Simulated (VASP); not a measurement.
Runs of VASP 6.6.1 on Ru. The structure is that of space group Fd-3m (No. 227), or close to it. The cells are those of the table. 

```csv
cell,k mesh,gap on the mesh (eV),pressure (GPa),moment (μB)
"a = 3.828 Å, angles 60.0°, 2 atoms",10 × 10 × 10,none,0.8,0.00
"a = 3.723 Å, angles 60.0°, 2 atoms",11 × 11 × 11,none,19.4,0.00
"a = 3.776 Å, angles 60.0°, 2 atoms",11 × 11 × 11,none,9.1,0.00
"a = 3.668 Å, angles 60.0°, 2 atoms",11 × 11 × 11,none,(b),0.00
"a = 3.927 Å, angles 60.0°, 2 atoms",16 × 16 × 16,none,(a),0.00
```

Alike in all rows: task single point; level r2SCAN; potentials or basis VASP PAW PBE potentials, release 64 (Ru_pv); spin collinear, ferromagnetic start; cutoff (eV) 520; smearing fermi-dirac 0.05 eV.

Problem. Estimate the missing entries.

Solution. (a) -10.9; (b) 32.4.

Caveats: the PAW data sets were made with another functional, which shifts forces and pressure a little.

A k mesh can miss the band edges, and the runs leave out spin-orbit coupling on Ru.

A gap of «none» marks levels without a gap at the run's occupations.
